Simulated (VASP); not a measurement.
A run of VASP 6.6.1 is set up as follows.

Contents of POSCAR:

```
BaTiO3
1.0
   -3.9787997200     -3.9677001000      0.0000000000
   -3.9566401100      3.9677001000      0.0000000000
   -0.0110798100     -0.0110500700     -3.9676901900
Ba Ti O
2 2 6
Direct
    0.0000000000      0.0000000000      0.0000000000
    0.5000000000      0.5000000000      0.0000000000
    0.5120000000      0.0000000000      0.5120000000
    0.0120000000      0.5000000000      0.5120000000
    0.9884000000      0.5000000000      0.9805000000
    0.4884000000      0.0000000000      0.9805000000
    0.7344500000      0.2460500000      0.4884000000
    0.2344500000      0.7460500000      0.4884000000
    0.7344500000      0.7539500000      0.4884000000
    0.2344500000      0.2539500000      0.4884000000
```

INCAR.step1

```
PREC = Accurate ; ENCUT = 520
ISMEAR = 1 ; SIGMA = 0.0191
LREAL = F ; LASPH = T
NELM = 60 ; NBANDS = 51
GGA = PE ; ALGO = Normal
EDIFF = 1E-4 ; LWAVE = T
LCHARG = F
```

File INCAR.step2:

```
PREC = Accurate ; ENCUT = 520
EDIFF = 1E-7 ; ISMEAR = 1
SIGMA = 0.0191 ; LREAL = F
LASPH = T ; NELM = 60
ALGO = Normal ; ISIF = 2
LWAVE = F ; LCHARG = F
METAGGA = R2SCAN ; LMIXTAU = T
NBANDS = 51 ; ISTART = 1
```

KPOINTS

```
regular mesh
0
Gamma
  5 5 6
```

Potentials or basis: VASP PAW PBE potentials, release 64 (Ba_sv, Ti_sv, O).

The run is started by

```bash
$ cat potpaw_PBE.64/Ba_sv/POTCAR potpaw_PBE.64/Ti_sv/POTCAR potpaw_PBE.64/O/POTCAR > POTCAR
$ cp INCAR.step1 INCAR
$ mpirun -np 1 vasp_std > vasp.out
$ cp INCAR.step2 INCAR
$ mpirun -np 1 vasp_std > vasp.out
```

Question: Predict the pressure.

Answer: 9.2 GPa.

Question: Estimate the band gap on the k mesh.

Answer: 2.81 eV.

Forces in eV/Å, atoms in the order of the input:
```
Ba   0.037  0.037  0.037
Ba   0.037  0.037  0.037
Ti   0.242  0.242  0.242
Ti   0.242  0.242  0.242
O    0.004  0.004 -0.288
O    0.004  0.004 -0.288
O   -0.287  0.005  0.005
O   -0.287  0.005  0.005
O    0.004 -0.287  0.005
O    0.004 -0.287  0.005
```

Caveat: the cell stands under pressure; the PAW data sets were made with another functional, which shifts forces and pressure a little; spin-orbit coupling is left out, which moves the levels of the heavy elements. r2SCAN opens gaps a little over a GGA but as a rule still falls short of measured ones.
